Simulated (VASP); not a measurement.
# Si5PdW (Cmmm) in VASP: single point with PBE

Aim: the single point of Si5PdW with PBE.

Program: VASP 6.6.1. These are calculated values, not measurements. Logs are shortened: lines on timing, memory, paths and dates and some standing lists are left out, and cuts for length are marked.

## (1) The cell of the first run

The structure is orthorhombic, space group Cmmm (No. 65). The conventional cell has a = 11.536 Å, b = 12.863 Å, c = 2.825 Å, α = 90.00°, β = 90.00°, γ = 90.00°. Si (site symmetry mmm) has 4 Pd at 2.56 Å and 6 Si at 2.65 to 2.83 Å within 3.4 Å. Within 3.2 Å of Si (site symmetry m) lie 6 Si at 2.46 to 3.06 Å and 2 Pd at 2.60 Å and 2 W at 2.64 Å. Si (site symmetry mmm) has 6 Si at 2.57 to 2.83 Å and 4 W at 2.76 Å within 3.4 Å. Within 3.2 Å of Si (site symmetry m) lie 6 Si at 2.46 to 2.83 Å and 2 W at 2.65 Å and 2 Pd at 2.79 Å. Within 3.4 Å of Pd (site symmetry 2mm) lie 10 Si at 2.56 to 2.79 Å and 2 Pd at 2.83 Å. Within 3.5 Å of W (site symmetry m2m) lie 10 Si at 2.64 to 2.76 Å and 2 W at 2.83 Å.

## (2) Single point, PBE

Contents of INCAR:

```
SYSTEM = Si5PdW
PREC     = Accurate       ! precision mode
ENCUT    = 520            ! plane-wave cutoff, eV
EDIFF    = 1E-6           ! SCF threshold, eV
ISMEAR   = 0              ! smearing method
SIGMA    = 0.2            ! smearing width, eV
LREAL    = .FALSE.        ! projectors in reciprocal space
LASPH    = .TRUE.         ! aspherical terms in the spheres
NELM     = 80             ! most SCF steps
ALGO     = Normal         ! electronic algorithm
ISIF     = 2              ! what is computed and relaxed
LWAVE    = .FALSE.        ! write WAVECAR
LCHARG   = .FALSE.        ! write CHGCAR
GGA      = PE             ! functional
NBANDS   = 57             ! bands
```

Contents of KPOINTS:

```
Automatic mesh
0
G
  2 2 6
  0 0 0
```

Contents of POSCAR:

```
Si5PdW
1.0
    5.7678903048     -6.4314139724      0.0000000000
    5.7678903048      6.4314139724      0.0000000000
    0.0000000000      0.0000000000      2.8251453996
Si Pd W
10 2 2
Direct
    0.5000000000      0.5000000000      0.0000000000
    0.7015110948      0.9396509225      0.0000000000
    0.9396509225      0.7015110948      0.0000000000
    0.0603490775      0.2984889052      0.0000000000
    0.2984889052      0.0603490775      0.0000000000
    0.0000000000      0.0000000000      0.0000000000
    0.4401663881      0.7947678337      0.0000000000
    0.2052321663      0.5598336119      0.0000000000
    0.5598336119      0.2052321663      0.0000000000
    0.7947678337      0.4401663881      0.0000000000
    0.3146995764      0.3146995764      0.5000000000
    0.6853004236      0.6853004236      0.5000000000
    0.8160937298      0.1839062702      0.5000000000
    0.1839062702      0.8160937298      0.5000000000
```

Potentials or basis: VASP PAW PBE potentials, release 64 (Si, Pd, W_sv).

On the command line:

```
cat potpaw_PBE.64/Si/POTCAR potpaw_PBE.64/Pd/POTCAR potpaw_PBE.64/W_sv/POTCAR > POTCAR
mpirun -np 1 vasp_std > vasp.out
```

OUTCAR:

```text
SYSTEM = Si5PdW
   PREC = Accurate
   ENCUT = 520
   EDIFF = 1E-6
   ISMEAR = 0
   LREAL = .FALSE.
   LASPH = .TRUE.
   NELM = 80
   ISIF = 2
   GGA = PE

 ion  position               nearest neighbor table
   1  0.500  0.500  0.000-  11 2.56  12 2.56  11 2.56  12 2.56   7 2.65   8 2.65   9 2.65  10 2.65

   2  0.702  0.940  0.000-   7 2.46   6 2.57  12 2.60  12 2.60  13 2.64  13 2.64   9 2.71   3 3.06

   3  0.940  0.702  0.000-  10 2.46   6 2.57  12 2.60  12 2.60  14 2.64  14 2.64   8 2.71   2 3.06
[... 15 lines left out ...]
  11  0.315  0.315  0.500-   1 2.56   1 2.56   5 2.60   4 2.60   4 2.60   5 2.60   9 2.79   8 2.79
                             8 2.79   9 2.79
  12  0.685  0.685  0.500-   1 2.56   1 2.56   3 2.60   2 2.60   2 2.60   3 2.60  10 2.79   7 2.79
                             7 2.79  10 2.79
  13  0.816  0.184  0.500-   2 2.64   4 2.64   2 2.64   4 2.64   9 2.65  10 2.65   9 2.65  10 2.65
                             6 2.76   6 2.76
  14  0.184  0.816  0.500-   3 2.64   5 2.64   3 2.64   5 2.64   7 2.65   8 2.65   7 2.65   8 2.65
                             6 2.76   6 2.76

  LATTYP: Found a base centered orthorhombic cell.
 ALAT       =    11.5357806096
 B/A-ratio  =     1.1150374977
 C/A-ratio  =     0.2449028371

  Lattice vectors:

 A1 = (   5.7678903048,  -6.4314139724,   0.0000000000)
 A2 = (   5.7678903048,   6.4314139724,   0.0000000000)
 A3 = (   0.0000000000,   0.0000000000,   2.8251453996)

Analysis of symmetry for initial positions (statically):
=====================================================================
 Subroutine PRICEL returns:
 Original cell was already a primitive cell.

 Routine SETGRP: Setting up the symmetry group for a
 base centered orthorhombic supercell.

 Subroutine GETGRP returns: Found  8 space group operations
 (whereof  8 operations were pure point group operations)
 out of a pool of  8 trial point group operations.

The static configuration has the point symmetry D_2h.

Analysis of symmetry for dynamics (positions and initial velocities):
=====================================================================
 Subroutine PRICEL returns:
 Original cell was already a primitive cell.

 Routine SETGRP: Setting up the symmetry group for a
 base centered orthorhombic supercell.

 Subroutine GETGRP returns: Found  8 space group operations
 (whereof  8 operations were pure point group operations)
 out of a pool of  8 trial point group operations.

The dynamic configuration has the point symmetry D_2h.

 Subroutine INISYM returns: Found  8 space group operations
[... 123 lines left out ...]
   ISMEAR =     0;   SIGMA  =   0.20  broadening in eV -4-tet -1-fermi 0-gaus
   EFERMI_NEDOS =   21; number of points for ismear=-14 and -15
   IALGO  =     38    algorithm
   IMIX   =      4    mixing-type and parameters
     AMIX     =   0.40;   BMIX     =  1.00
     AMIX_MAG =   1.60;   BMIX_MAG =  1.00
  volume/ion in A,a.u.               =      14.97       101.03
  Fermi-wavevector in a.u.,A,eV,Ry     =   1.225851  2.316522 20.445615  1.502710
  Thomas-Fermi vector in A             =   2.360873
   LORBIT       =      0    0 simple, 1 ext, 2 COOP (PROOUT), +10 PAW based schemes
   GGA     = PE    functional components
   LHFCALC =     F    Hartree Fock is set to
   AEXX    =    0.0000 exact exchange contribution
   IVDW    =     0    specifies the selected vdW correction
   LEPSILON=     F    determine dielectric tensor
   LRPA    =     F    only Hartree local field effects (RPA)
 non-spin polarized calculation
 Gauss-broadening in eV      SIGMA  =   0.20
  energy-cutoff  :      520.00
  volume of cell :      209.60
 maximum number of plane-waves:      5674
   NGX = 33   NGY = 33   NGZ = 11

 number of electron      88.0000015 magnetization

 Free energy of the ion-electron system (eV)
  ---------------------------------------------------
  ext. energy  EPLUGINS =         0.00000000
  ---------------------------------------------------
  free energy    TOTEN  =       -88.71932036 eV

  energy without entropy =      -88.59424659  energy(sigma->0) =      -88.65678348

 E-fermi :  10.3538     XC(G=0): -11.6851

 val. band max:       10.3264829755   @ k =   0.0000   0.0000   0.1667
 cond. band min:      10.4133580416   @ k =   0.5000   0.0000   0.3333
 fundamental gap:      0.0868750661
 Fermi energy:        10.3537756212

 k-point     1 :       0.0000    0.0000    0.0000
  band No.  band energies     occupation
      1     -63.8602      2.00000
      2     -63.8601      2.00000
      3     -28.1566      2.00000
      4     -28.1566      2.00000
      5     -28.1550      2.00000
      6     -28.1532      2.00000
[... 697 lines left out ...]
     55      12.4779      0.00000
     56      12.8500      0.00000
 [bands above 56 left out]

------------------------ aborting loop because EDIFF is reached ----------------------------------------

  FORCE on cell =-STRESS in cart. coord.  units (eV):
  Direction    XX          YY          ZZ          XY          YZ          ZX
  --------------------------------------------------------------------------------------
  -------------------------------------------------------------------------------------
  Total       -0.5419128     -0.2877543     -0.4995612      0.0000000      0.0000000      0.0000000
  in kB       -4.1423402     -2.1995721     -3.8186076      0.0000000      0.0000000      0.0000000
  external PRESSURE =      -3.3868400 kB  Pullay stress =       0.0000000 kB

 VOLUME and BASIS-vectors are now :
 -----------------------------------------------------------------------------
  energy-cutoff  :      520.00
  volume of cell :      209.60
      direct lattice vectors                 reciprocal lattice vectors
     5.767890305 -6.431413972  0.000000000     0.086686808 -0.077743402  0.000000000
     5.767890305  6.431413972  0.000000000     0.086686808  0.077743402  0.000000000
     0.000000000  0.000000000  2.825145400     0.000000000  0.000000000  0.353964083

 POSITION                                       TOTAL-FORCE (eV/Angst)
 -----------------------------------------------------------------------------------
      5.76789      0.00000      0.00000        -0.000000      0.000000     -0.000000
      9.46604      1.53158      0.00000        -0.007881     -0.023547     -0.000000
      9.46604     -1.53158      0.00000        -0.007881      0.023547     -0.000000
      2.06974      1.53158      0.00000         0.007881     -0.023547     -0.000000
      2.06974     -1.53158      0.00000         0.007881      0.023547      0.000000
      0.00000      0.00000      0.00000        -0.000000      0.000000     -0.000000
      7.12297      2.28059      0.00000        -0.050410      0.029508     -0.000000
      4.41282      2.28059      0.00000         0.050410      0.029508     -0.000000
      4.41282     -2.28059      0.00000         0.050410     -0.029508     -0.000000
      7.12297     -2.28059      0.00000        -0.050410     -0.029508     -0.000000
      3.63031      0.00000      1.41257        -0.000289      0.000000     -0.000000
      7.90548      0.00000      1.41257         0.000289      0.000000     -0.000000
      5.76789     -4.06586      1.41257        -0.000000      0.018564     -0.000000
      5.76789      4.06586      1.41257        -0.000000     -0.018564      0.000000
 -----------------------------------------------------------------------------------
    total drift:                                0.000000      0.000000      0.000000

  FREE ENERGIE OF THE ION-ELECTRON SYSTEM (eV)
  ---------------------------------------------------
  free  energy   TOTEN  =       -88.7193203590 eV

  energy  without entropy=      -88.5942465912  energy(sigma->0) =      -88.65678348
```

OSZICAR:

```text
N       E                     dE             d eps       ncg     rms          rms(c)
DAV:   1     0.622299804161E+03    0.62230E+03   -0.42943E+04  1480   0.146E+03
DAV:   2    -0.500164844044E+02   -0.67232E+03   -0.64533E+03  1507   0.351E+02
DAV:   3    -0.905243054088E+02   -0.40508E+02   -0.39154E+02  1730   0.790E+01
DAV:   4    -0.915626285804E+02   -0.10383E+01   -0.10230E+01  1656   0.122E+01
DAV:   5    -0.915836363028E+02   -0.21008E-01   -0.20967E-01  1632   0.185E+00    0.361E+01
DAV:   6    -0.897904755353E+02    0.17932E+01   -0.20766E+01  1605   0.258E+01    0.175E+01
DAV:   7    -0.892652804305E+02    0.52520E+00   -0.97800E+00  1588   0.217E+01    0.956E+00
DAV:   8    -0.888925274024E+02    0.37275E+00   -0.32923E+00  1689   0.107E+01    0.318E+00
DAV:   9    -0.887197002628E+02    0.17283E+00   -0.59722E-01  1685   0.359E+00    0.796E-01
DAV:  10    -0.887203680986E+02   -0.66784E-03   -0.73426E-02  1623   0.111E+00    0.822E-01
DAV:  11    -0.887196082040E+02    0.75989E-03   -0.45011E-03  1559   0.318E-01    0.427E-01
DAV:  12    -0.887193667660E+02    0.24144E-03   -0.25865E-03  1647   0.303E-01    0.893E-02
DAV:  13    -0.887193163692E+02    0.50397E-04   -0.38634E-04  1622   0.123E-01    0.615E-02
DAV:  14    -0.887193194189E+02   -0.30497E-05   -0.28705E-05  1544   0.218E-02    0.296E-02
DAV:  15    -0.887193216236E+02   -0.22047E-05   -0.40901E-06  1375   0.104E-02    0.129E-02
DAV:  16    -0.887193204590E+02    0.11646E-05   -0.23981E-06  1141   0.928E-03    0.743E-03
DAV:  17    -0.887193203590E+02    0.10004E-06   -0.36237E-07   884   0.266E-03
   1 F= -.88719320E+02 E0= -.88656783E+02  d E =-.125074E+00
```

stdout:

```text
POSCAR found type information on POSCAR SiPdW
 POSCAR found :  3 types and      14 ions
 scaLAPACK will be used
 LDA part: xc-table for (Slater+PW92), standard interpolation
 POSCAR, INCAR and KPOINTS ok, starting setup
 FFT: planning ... GRIDC
 FFT: planning ... GRID_SOFT
 FFT: planning ... GRID
 WAVECAR not read
 entering main loop
```

Run time: 4.5 min. Hardware: 1 thread of Intel Xeon 8259CL, shared host; peak memory 0.38 GiB.

What came out:

```yaml
Free_energy: -88.7193 eV
Pressure: -0.3 GPa
Largest_force: 0.058 eV/Å
Band_gap_on_the_k_mesh: zero (bands 44 and 45 overlap by 1.26 eV)
```

Forces in eV/Å, atoms in the order of the input:
```
Si   0.000  0.000  0.000
Si  -0.008 -0.024  0.000
Si  -0.008  0.024  0.000
Si   0.008 -0.024  0.000
Si   0.008  0.024  0.000
Si   0.000  0.000  0.000
Si  -0.050  0.030  0.000
Si   0.050  0.030  0.000
Si   0.050 -0.030  0.000
Si  -0.050 -0.030  0.000
Pd   0.000  0.000  0.000
Pd   0.000  0.000  0.000
W    0.000  0.019  0.000
W    0.000 -0.019  0.000
```

Levels at points of the mesh, in eV from the Fermi level:
| k point | band 43 | band 44 | band 45 | band 46 | band 47 | band 48 |
| --- | --- | --- | --- | --- | --- | --- |
| (0.00, 0.00, 0.00) | 0.36 | 0.54 | 0.98 | 1.00 | 1.09 | 1.63 |
| (0.50, 0.00, 0.00) | 0.32 | 0.36 | 0.53 | 0.75 | 0.96 | 1.15 |
| (0.50, 0.50, 0.00) | 0.39 | 0.54 | 0.86 | 0.87 | 1.07 | 1.47 |
| (0.00, 0.00, 0.50) | -0.89 | -0.81 | -0.72 | -0.58 | 0.07 | 0.34 |
| (0.50, 0.00, 0.50) | -1.20 | -0.58 | -0.55 | 0.22 | 0.48 | 0.62 |
| (0.50, 0.50, 0.50) | -1.00 | -0.96 | -0.19 | -0.04 | 0.44 | 0.47 |

Caveat: the k points lie up to 0.37 Å⁻¹ apart, too coarse for converged energies and pressures of a metal; spin-orbit coupling is left out, which moves the levels of the heavy elements.
